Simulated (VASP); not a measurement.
Runs of VASP 6.6.1 on TaO5. The structure is that of space group F-43m (No. 216), or close to it. The cells are those of the table. 

```tsv
task	cell	k mesh	cutoff (eV)	gap on the mesh (eV)	pressure (GPa)	largest force (eV/Å)
relaxation of cell and atoms	relaxed from a = 4.484 Å, angles 60.0°, 6 atoms	6 × 6 × 6	600	none	-0.7	0.02
single point	a = 4.111 Å, angles 60.0°, 6 atoms	12 × 12 × 12	520	none	0.1	0.02
single point	a = 4.112 Å, angles 60.0°, 6 atoms	6 × 6 × 6	520	none	0.1	(a)
single point	a = 4.484 Å, angles 60.0°, 6 atoms	6 × 6 × 6	520	none	-35.8	0.70
```

Alike in all rows: level PBE; potentials or basis VASP PAW PBE potentials, release 64 (Ta_pv, O); no spin polarisation; smearing gaussian 0.1 eV.

Problem. Fill in the values left out.

Solution. (a) 0.01.

Caveats: spin-orbit coupling is left out, which moves the levels of the heavy elements; an odd number of electrons without spin polarisation forces a metal; a magnetic or distorted state may lie lower.

A k mesh can miss the band edges, and the runs leave out spin-orbit coupling on Ta.

A gap of «none» marks levels without a gap at the run's occupations.
